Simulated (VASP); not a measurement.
# WC (P1) in VASP: further runs

Runs on WC. Level: PBE. Tasks: single point.

Program: VASP 6.6.1. These are calculated values, not measurements. Logs are shortened: lines on timing, memory, paths and dates and some standing lists are left out, and cuts for length are marked.

### Step 1. The cell of the first run

The typed cell holds 16 atoms: a = 5.696 Å, b = 4.932 Å, c = 5.595 Å, α = 90.00°, β = 90.00°, γ = 90.00°.

### Step 2. Single point, PBE

INCAR reads:

```
SYSTEM = WC
PREC = Accurate
ENCUT = 520
EDIFF = 1E-7
ISMEAR = -1
SIGMA = 0.17
LREAL = Auto
LASPH = .TRUE.
NELM = 60
ALGO = Normal
ISIF = 2
LWAVE = .FALSE.
LCHARG = .FALSE.
GGA = PE
NBANDS = 86
```

KPOINTS reads:

```
Automatic mesh
0
G
  2 2 2
  0 0 0
```

POSCAR reads:

```
WC
1.0
   -2.8477700000     -4.9324820000      0.0000000000
    4.2716550000     -2.4662410000      0.0000000000
    0.0000000000      0.0000000000      5.5945400000
W C
8 8
Direct
    0.7549701077      0.4909996766      0.0016265859
    0.7463309039      0.4966409408      0.4896023623
    0.4771197212     -0.0169425601     -0.0124764503
    0.4925568071      0.0053816375      0.4658113089
    0.2584161239      0.4700542729     -0.0025381890
    0.2610030202      0.4898983113      0.4817196767
   -0.0147315521     -0.0206131048     -0.0319061085
    0.0248340563      0.0325217464      0.4825240324
    0.4641942498      0.6755504503      0.2307428314
    0.4768036993      0.6602656981      0.7461918227
    0.2521527907      0.1662290500      0.2212871836
    0.2582529975      0.1599485770      0.7293003536
   -0.0157703182      0.6768546994      0.2427009191
   -0.0107719826      0.6321493358      0.7155726834
    0.7414827363      0.1793619316      0.2453999793
    0.7493717275      0.1327678206      0.7222935219
```

Potentials or basis: VASP PAW PBE potentials, release 64 (W_sv, C).

Command:

```
$ cat potpaw_PBE.64/W_sv/POTCAR potpaw_PBE.64/C/POTCAR > POTCAR
$ mpirun -np 1 vasp_std > vasp.out
```

OUTCAR:

```text
SYSTEM = WC
   PREC = Accurate
   ENCUT = 520
   EDIFF = 1E-7
   ISMEAR = -1
   LREAL = Auto
   LASPH = .TRUE.
   NELM = 60
   ISIF = 2
   GGA = PE

 ion  position               nearest neighbor table
   1  0.755  0.491  0.002-  15 2.06  13 2.09  14 2.20   9 2.28  10 2.29  16 2.36   2 2.73   7 2.75
                             5 2.83   7 2.85   2 2.87   5 2.87   3 2.90   3 2.96
   2  0.746  0.497  0.490-  14 1.99  15 2.08  13 2.13  16 2.22  10 2.25   9 2.34   1 2.73   6 2.76
                             8 2.79   4 2.82   1 2.87   4 2.90   6 2.93   8 3.08
   3  0.477  0.983  0.988-   9 2.04  11 2.04  10 2.09  12 2.10  16 2.27  15 2.30   4 2.68   5 2.71
                             7 2.80   5 2.82   7 2.90   1 2.90   4 2.92   1 2.96
   4  0.493  0.005  0.466-  15 2.07  11 2.09   9 2.10  12 2.13  16 2.14  10 2.32   8 2.67   3 2.68
                             6 2.73   2 2.82   6 2.87   2 2.90   3 2.92   8 3.04
   5  0.258  0.470  0.997-  11 1.95   9 2.03  10 2.10  12 2.14  13 2.32  14 2.34   3 2.71   6 2.71
                             3 2.82   1 2.83   1 2.87   7 2.88   6 2.89   7 2.96
   6  0.261  0.490  0.482-   9 2.04  10 2.10  12 2.14  14 2.14  11 2.16  13 2.26   8 2.63   5 2.71
                             4 2.73   2 2.76   4 2.87   5 2.89   2 2.93   8 3.00
   7  0.985  0.979  0.968-  16 2.07  13 2.14  14 2.22  12 2.24  11 2.27  15 2.30   8 2.74   1 2.75
                             3 2.80   1 2.85   5 2.88   3 2.90   8 2.90   5 2.96
   8  0.025  0.033  0.483-  12 2.02  11 2.06  16 2.12  15 2.21  13 2.22  14 2.38   6 2.63   4 2.67
                             7 2.74   2 2.79   7 2.90   6 3.00   4 3.04   2 3.08
   9  0.464  0.676  0.231-   5 2.03   6 2.04   3 2.04   4 2.10   1 2.28   2 2.34
  10  0.477  0.660  0.746-   3 2.09   5 2.10   6 2.10   2 2.25   1 2.29   4 2.32
  11  0.252  0.166  0.221-   5 1.95   3 2.04   8 2.06   4 2.09   6 2.16   7 2.27
  12  0.258  0.160  0.729-   8 2.02   3 2.10   4 2.13   6 2.14   5 2.14   7 2.24
  13  0.984  0.677  0.243-   1 2.09   2 2.13   7 2.14   8 2.22   6 2.26   5 2.32
  14  0.989  0.632  0.716-   2 1.99   6 2.14   1 2.20   7 2.22   5 2.34   8 2.38
  15  0.741  0.179  0.245-   1 2.06   4 2.07   2 2.08   8 2.21   3 2.30   7 2.30
  16  0.749  0.133  0.722-   7 2.07   8 2.12   4 2.14   2 2.22   3 2.27   1 2.36

  LATTYP: Found a simple orthorhombic cell.
 ALAT       =     4.9324822462
 B/A-ratio  =     1.1342240521
 C/A-ratio  =     1.1547005000

  Lattice vectors:

 A1 = (   4.2716550000,  -2.4662410000,   0.0000000000)
 A2 = (   0.0000000000,   0.0000000000,   5.5945400000)
 A3 = (  -2.8477700000,  -4.9324820000,   0.0000000000)

Analysis of symmetry for initial positions (statically):
=====================================================================
 Subroutine PRICEL returns:
 Original cell was already a primitive cell.

 Routine SETGRP: Setting up the symmetry group for a
 simple orthorhombic supercell.

 Subroutine GETGRP returns: Found  1 space group operations
 (whereof  1 operations were pure point group operations)
 out of a pool of  8 trial point group operations.
[... 140 lines left out ...]
   EFERMI =   0.00;   METHOD = LEGACY
   ISMEAR =    -1;   SIGMA  =   0.17  broadening in eV -4-tet -1-fermi 0-gaus
   EFERMI_NEDOS =   21; number of points for ismear=-14 and -15
   IALGO  =     38    algorithm
   IMIX   =      4    mixing-type and parameters
     AMIX     =   0.40;   BMIX     =  1.00
     AMIX_MAG =   1.60;   BMIX_MAG =  1.00
  volume/ion in A,a.u.               =       9.82        66.29
  Fermi-wavevector in a.u.,A,eV,Ry     =   1.590038  3.004735 34.398516  2.528220
  Thomas-Fermi vector in A             =   2.688794
   LORBIT       =      0    0 simple, 1 ext, 2 COOP (PROOUT), +10 PAW based schemes
   GGA     = PE    functional components
   LHFCALC =     F    Hartree Fock is set to
   AEXX    =    0.0000 exact exchange contribution
   IVDW    =     0    specifies the selected vdW correction
   LEPSILON=     F    determine dielectric tensor
   LRPA    =     F    only Hartree local field effects (RPA)
 non-spin polarized calculation
  energy-cutoff  :      520.00
  volume of cell :      157.17
 maximum number of plane-waves:      4264
   NGX = 21   NGY = 19   NGZ = 21

 number of electron     143.9999998 magnetization

 Free energy of the ion-electron system (eV)
  ---------------------------------------------------
  ext. energy  EPLUGINS =         0.00000000
  ---------------------------------------------------
  free energy    TOTEN  =      -173.75414968 eV

  energy without entropy =     -173.36857234  energy(sigma->0) =     -173.56136101

 E-fermi :  12.3630     XC(G=0): -14.0870

 val. band max:       12.3355212701   @ k =   0.0000   0.0000   0.5000
 cond. band min:      12.5157504667   @ k =   0.5000  -0.0000   0.0000
 fundamental gap:      0.1802291966
 Fermi energy:        12.3630006798

 k-point     1 :       0.0000    0.0000    0.0000
  band No.  band energies     occupation
      1     -62.0313      2.00000
      2     -61.9235      2.00000
      3     -61.8893      2.00000
      4     -61.8769      2.00000
      5     -61.8190      2.00000
      6     -61.8084      2.00000
[... 685 lines left out ...]
     83      15.8762      0.00000
     84      16.1252      0.00000
 [bands above 84 left out]

------------------------ aborting loop because EDIFF is reached ----------------------------------------

  FORCE on cell =-STRESS in cart. coord.  units (eV):
  Direction    XX          YY          ZZ          XY          YZ          ZX
  --------------------------------------------------------------------------------------
  -------------------------------------------------------------------------------------
  Total       38.3413511     45.2092990     41.7338905     -4.9762943      0.2162473     -3.0835348
  in kB      390.8527718    460.8648186    425.4364111    -50.7284793      2.2044308    -31.4336372
  external PRESSURE =     425.7180005 kB  Pullay stress =       0.0000000 kB

 VOLUME and BASIS-vectors are now :
 -----------------------------------------------------------------------------
  energy-cutoff  :      520.00
  volume of cell :      157.17
      direct lattice vectors                 reciprocal lattice vectors
    -2.847770000 -4.932482000  0.000000000    -0.087787988 -0.152053266  0.000000000
     4.271655000 -2.466241000  0.000000000     0.175575977 -0.101368844  0.000000000
     0.000000000  0.000000000  5.594540000     0.000000000  0.000000000  0.178745706

 POSITION                                       TOTAL-FORCE (eV/Angst)
 -----------------------------------------------------------------------------------
     -0.05260     -4.93480      0.00910         1.059824      1.489649     -3.675316
     -0.00390     -4.90610      2.73910         1.222255      0.412478     -0.158461
      2.84055     -4.77784      5.52474        -1.303226     -3.950703     -2.425392
     -1.37970     -2.44280      2.60600        -2.791960     -0.529107      4.116342
      1.27200     -2.43390      5.58034         5.541198      1.260105     -4.161176
      1.34940     -2.49560      2.69500         3.467230      0.842154      1.178478
[... 8 lines left out ...]
     -1.34540     -4.09970      1.37290        -1.790774     -0.097078     -1.518557
     -1.56690     -4.02370      4.04090         2.192969     -0.320122      0.833894
 -----------------------------------------------------------------------------------
    total drift:                               -0.022979      0.014035      0.021644

  FREE ENERGIE OF THE ION-ELECTRON SYSTEM (eV)
  ---------------------------------------------------
  free  energy   TOTEN  =      -173.7541496760 eV

  energy  without entropy=     -173.3685723417  energy(sigma->0) =     -173.56136101
```

OSZICAR:

```text
N       E                     dE             d eps       ncg     rms          rms(c)
DAV:   1     0.198800405807E+04    0.19880E+04   -0.77299E+04  1376   0.195E+03
DAV:   2     0.113227491597E+02   -0.19767E+04   -0.19131E+04  1384   0.631E+02
DAV:   3    -0.188387403099E+03   -0.19971E+03   -0.18935E+03  1608   0.175E+02
DAV:   4    -0.197855656686E+03   -0.94683E+01   -0.92547E+01  1624   0.341E+01
DAV:   5    -0.198127689797E+03   -0.27203E+00   -0.27081E+00  1608   0.552E+00    0.105E+02
DAV:   6    -0.174280579493E+03    0.23847E+02   -0.13429E+02  1690   0.390E+01    0.347E+01
DAV:   7    -0.173948089151E+03    0.33249E+00   -0.68723E+00  1600   0.113E+01    0.164E+01
DAV:   8    -0.173815863206E+03    0.13223E+00   -0.11813E+00  1648   0.751E+00    0.340E+00
DAV:   9    -0.173753915437E+03    0.61948E-01   -0.30203E-01  1704   0.362E+00    0.672E-01
DAV:  10    -0.173754159519E+03   -0.24408E-03   -0.34937E-02  1592   0.939E-01    0.284E-01
DAV:  11    -0.173754120097E+03    0.39422E-04   -0.34749E-03  1768   0.289E-01    0.147E-01
DAV:  12    -0.173754144118E+03   -0.24022E-04   -0.76108E-04  1736   0.191E-01    0.549E-02
DAV:  13    -0.173754152557E+03   -0.84389E-05   -0.16065E-04  1696   0.899E-02    0.213E-02
DAV:  14    -0.173754152000E+03    0.55734E-06   -0.24515E-05  1648   0.258E-02    0.103E-02
DAV:  15    -0.173754150615E+03    0.13851E-05   -0.28343E-06  1664   0.925E-03    0.465E-03
DAV:  16    -0.173754149844E+03    0.77066E-06   -0.59585E-07  1288   0.429E-03    0.141E-03
DAV:  17    -0.173754149707E+03    0.13770E-06   -0.70768E-08   840   0.198E-03    0.577E-04
DAV:  18    -0.173754149676E+03    0.30614E-07   -0.35020E-08   832   0.105E-03
   1 F= -.17375415E+03 E0= -.17356136E+03  d E =-.385577E+00
```

Run time: 6.3 min. Hardware: 1 thread of Intel Xeon 8259CL, shared host; peak memory 0.29 GiB.

What came out:

```
Free energy            : -173.7541 eV
Pressure               : 42.6 GPa
Largest force          : 8.818 eV/Å
Band gap on the k mesh : zero (bands 72 and 73 overlap by 0.43 eV)
```

Forces in eV/Å, atoms in the order of the input:
```
W    1.060  1.490 -3.675
W    1.222  0.412 -0.158
W   -1.303 -3.951 -2.425
W   -2.792 -0.529  4.116
W    5.541  1.260 -4.161
W    3.467  0.842  1.178
W    0.393 -1.623  2.322
W   -2.743  8.310 -1.086
C   -2.608 -2.504  0.793
C   -1.774 -1.569 -1.077
C   -0.333  1.539  1.362
C   -0.310  0.386  0.982
C   -0.971 -1.068 -0.192
C    0.748 -2.579  2.705
C   -1.791 -0.097 -1.519
C    2.193 -0.320  0.834
```

Stress tensor (GPa, compression positive):
```
39.09 -5.07 -3.14
-5.07 46.09  0.22
-3.14  0.22 42.54
```

Caveat: the k points lie up to 0.64 Å⁻¹ apart; spin-orbit coupling is left out, which moves the levels of the heavy elements; forces of over 1 eV/Å act on the atoms, so gaps and moduli don't describe the material at rest.

### Step 3. Single point, PBE

INCAR reads:

```
SYSTEM = WC
PREC     = Accurate       ! precision mode
ENCUT    = 520            ! plane-wave cutoff, eV
EDIFF    = 1E-6           ! SCF threshold, eV
ISMEAR   = -1             ! smearing method
SIGMA    = 0.17           ! smearing width, eV
LREAL    = Auto         
LASPH    = .True.         ! aspherical terms in the spheres
NELM     = 80             ! most SCF steps
ALGO     = Normal         ! electronic algorithm
ISIF     = 2              ! what is computed and relaxed
LWAVE    = .False.        ! write WAVECAR
LCHARG   = .True.         ! write CHGCAR
GGA      = PE             ! functional
LELF     = .True.         ! ELF
LVHAR    = .True.       
NBANDS   = 86             ! bands
```

KPOINTS reads:

```
regular mesh
0
Gamma
  2 2 2
  0 0 0
```

POSCAR reads:

```
WC
1.0
   -2.8477700000     -4.9324820000      0.0000000000
    4.2716550000     -2.4662410000      0.0000000000
    0.0000000000      0.0000000000      5.5945400000
W C
8 8
Direct
    0.7363704469      0.4913818339     -0.0247562802
    0.7374780477      0.5175904562      0.4679741319
    0.5027892713      0.0169087164     -0.0166412252
    0.5024011585      0.0159008504      0.4749094653
    0.2447474889      0.4996622051     -0.0236659314
    0.2243572457      0.5046797632      0.4750882110
   -0.0045542938      0.0001475818     -0.0227007046
   -0.0075872439     -0.0079376086      0.4618610288
    0.5090720021      0.6850553182      0.2066836594
    0.4778544319      0.6532174334      0.7303549532
    0.2595180316      0.1837338607      0.2267031785
    0.2626425300      0.1759846050      0.7226867625
   -0.0140005114      0.6606642540      0.2048962024
   -0.0036714780      0.6403711150      0.7223292710
    0.7496280655      0.1702076399      0.2100798278
    0.7799172664      0.2044699288      0.6907091557
```

Potentials or basis: VASP PAW PBE potentials, release 64 (W_sv, C).

Command:

```
$ cat potpaw_PBE.64/W_sv/POTCAR potpaw_PBE.64/C/POTCAR > POTCAR
$ mpirun -np 1 vasp_std > vasp.out
```

Run time: 6.2 min. Hardware: 1 thread of Intel Xeon 8259CL, shared host; peak memory 0.29 GiB.

Results (log left out):

| Property | Result |
| --- | --- |
| Free energy | -175.2292 eV |
| Pressure | 38.6 GPa |
| Largest force | 5.227 eV/Å |
| Band gap on the k mesh | zero (bands 72 and 73 overlap by 0.11 eV) |

Forces on the atoms (eV/Å):
```
W    1.326 -2.630 -2.143
W   -0.667  0.211  0.072
W   -1.342  2.080 -3.368
W   -0.676  1.144  0.550
W    0.820  0.131 -0.070
W   -2.157 -3.045 -0.901
W   -0.178 -1.171 -2.459
W    0.781 -2.576  1.649
C    0.601  2.123  1.952
C    0.895 -2.528 -1.530
C   -0.470  1.912 -0.219
C   -0.020  1.837 -0.055
C    0.166 -0.729  1.395
C    2.943 -0.215  0.526
C    0.047 -0.406  1.751
C   -2.068  3.862  2.852
```

Stress tensor (GPa, compression positive):
```
44.09  0.40 -0.11
 0.40 34.86  2.31
-0.11  2.31 36.89
```

Levels at points of the mesh, in eV from the Fermi level:
| k point | band 70 | band 71 | band 72 | band 73 | band 74 | band 75 |
| --- | --- | --- | --- | --- | --- | --- |
| (0.00, 0.00, 0.00) | -0.84 | -0.61 | -0.38 | 0.03 | 0.64 | 0.82 |
| (0.50, 0.00, 0.00) | -1.13 | -0.25 | -0.11 | 0.18 | 0.44 | 0.56 |
| (0.00, 0.50, 0.00) | -0.78 | -0.38 | 0.13 | 0.79 | 0.99 | 1.87 |
| (0.50, 0.50, 0.00) | -1.99 | -1.81 | -1.60 | 1.35 | 1.53 | 1.69 |
| (0.00, 0.00, 0.50) | -1.40 | -0.22 | 0.00 | 0.27 | 0.29 | 0.56 |
| (0.50, 0.00, 0.50) | -1.49 | -1.35 | -1.19 | 0.04 | 0.18 | 0.41 |
| (0.00, 0.50, 0.50) | -1.42 | -1.35 | -1.22 | 0.48 | 0.67 | 0.90 |
| (0.50, 0.50, 0.50) | -1.94 | -1.76 | -1.66 | 1.04 | 1.21 | 1.48 |

Caveat: the k points lie up to 0.64 Å⁻¹ apart; spin-orbit coupling is left out, which moves the levels of the heavy elements; forces of over 1 eV/Å act on the atoms, so gaps and moduli don't describe the material at rest.

### Step 4. Single point, PBE

INCAR reads:

```
SYSTEM = WC
PREC     = Accurate       ! precision mode
ENCUT    = 520            ! plane-wave cutoff, eV
EDIFF    = 1E-6           ! SCF threshold, eV
ISMEAR   = -1             ! smearing method
SIGMA    = 0.17           ! smearing width, eV
LREAL    = Auto         
LASPH    = .TRUE.         ! aspherical terms in the spheres
NELM     = 100            ! most SCF steps
ALGO     = Normal         ! electronic algorithm
ISIF     = 2              ! what is computed and relaxed
LWAVE    = .FALSE.        ! write WAVECAR
LCHARG   = .FALSE.        ! write CHGCAR
GGA      = PE             ! functional
NBANDS   = 86             ! bands
```

KPOINTS reads:

```
Automatic mesh
0
G
  2 2 2
  0 0 0
```

POSCAR reads:

```
WC
1.0
   -2.8477700000     -4.9324820000      0.0000000000
    4.2716550000     -2.4662410000      0.0000000000
    0.0000000000      0.0000000000      5.5945400000
W C
8 8
Direct
    0.7424262839      0.5248455923     -0.0203948850
    0.7469374163      0.5116063835      0.4698688364
    0.4837808577     -0.0020842945     -0.0175349537
    0.4971770097      0.0016962449      0.4859559499
    0.2440950511      0.5553413288     -0.0310302545
    0.2528784547      0.5190821068      0.4685639928
    0.0003073578      0.0179966042     -0.0528193560
    0.0057780336      0.0270046412      0.4688499859
    0.4870270683      0.6877056022      0.2503333607
    0.4770272292      0.7000012483      0.7140533449
    0.2440418536      0.2116451514      0.1772263671
    0.2495034034      0.1987352225      0.7343946062
   -0.0361853352      0.7058043049      0.1990512178
    0.0097699474      0.7086533353      0.7186113604
    0.7587231460      0.1869694565      0.2007850511
    0.7393915937      0.1710150278      0.7530199087
```

Command:

```
$ cat potpaw_PBE.64/W_sv/POTCAR potpaw_PBE.64/C/POTCAR > POTCAR
$ mpirun -np 1 vasp_std > vasp.out
```

It took 5.7 min on 1 thread of Intel Xeon 8259CL, shared host; peak memory 0.29 GiB.

It converged, with:

| Property | Result |
| --- | --- |
| Free energy | -173.5202 eV |
| Pressure | 43.0 GPa |
| Largest force | 6.139 eV/Å |
| Band gap on the k mesh | zero (bands 72 and 73 overlap by 0.09 eV) |

Forces on the atoms (eV/Å):
```
W   -0.339  1.754 -2.753
W    0.196 -0.576  1.592
W    2.909 -5.121 -0.696
W    4.231 -2.835 -2.238
W   -4.311  2.928  0.613
W    0.825  2.978  0.410
W    2.988 -0.312  5.353
W    0.821  1.100 -1.885
C   -0.891 -1.009 -3.145
C   -3.407 -0.894  1.208
C   -0.967  0.974  4.355
C   -0.317 -0.439 -2.210
C   -1.801 -2.560  2.756
C   -1.593  3.081 -1.780
C    0.140  1.232  2.494
C    1.517 -0.300 -4.075
```

Stress tensor (GPa, compression positive):
```
43.96 -4.26 -2.57
-4.26 43.52 -0.58
-2.57 -0.58 41.63
```

Levels at points of the mesh, in eV from the Fermi level:
| k point | band 69 | band 70 | band 71 | band 72 | band 73 | band 74 | band 75 | band 76 |
| --- | --- | --- | --- | --- | --- | --- | --- | --- |
| (0.00, 0.00, 0.00) | -1.20 | -0.85 | -0.55 | -0.25 | -0.02 | 0.51 | 0.74 | 1.28 |
| (0.50, 0.00, 0.00) | -1.31 | -1.18 | -0.22 | 0.07 | 0.22 | 0.39 | 0.48 | 0.76 |
| (0.00, 0.50, 0.00) | -1.31 | -0.78 | -0.13 | -0.03 | 0.52 | 1.11 | 1.77 | 1.84 |
| (0.50, 0.50, 0.00) | -2.07 | -1.96 | -1.67 | -1.32 | 1.23 | 1.34 | 1.68 | 1.73 |
| (0.00, 0.00, 0.50) | -1.52 | -1.21 | -0.22 | 0.02 | 0.14 | 0.24 | 0.43 | 0.85 |
| (0.50, 0.00, 0.50) | -1.64 | -1.48 | -1.43 | -1.13 | 0.14 | 0.19 | 0.42 | 0.49 |
| (0.00, 0.50, 0.50) | -1.58 | -1.55 | -1.32 | -1.15 | 0.17 | 0.65 | 0.86 | 1.11 |
| (0.50, 0.50, 0.50) | -2.04 | -1.95 | -1.80 | -1.50 | 0.78 | 0.92 | 1.12 | 1.39 |

Caveat: the k points lie up to 0.64 Å⁻¹ apart; spin-orbit coupling is left out, which moves the levels of the heavy elements; forces of over 1 eV/Å act on the atoms, so gaps and moduli don't describe the material at rest.

### Step 5. Summary

| cell | gap on the mesh (eV) | pressure (GPa) | largest force (eV/Å) |
| --- | --- | --- | --- |
| as given, atomic positions A | none | 42.6 | 8.82 |
| as given, atomic positions B | none | 38.6 | 5.23 |
| as given, atomic positions C | none | 43.0 | 6.14 |

Alike in all rows: task single point; level PBE; potentials or basis VASP PAW PBE potentials, release 64 (W_sv, C); no spin polarisation; k mesh 2 × 2 × 2; cutoff (eV) 520; smearing fermi-dirac 0.17 eV.

Caveats: all runs use coarse meshes; spin-orbit coupling is left out, which moves the levels of the heavy elements; forces of over 1 eV/Å act on the atoms, so gaps and moduli don't describe the material at rest.

Absolute energies hang on the potentials; compare differences alone.

The gap in the log of VASP goes by the Fermi energy; the results here count the filled bands.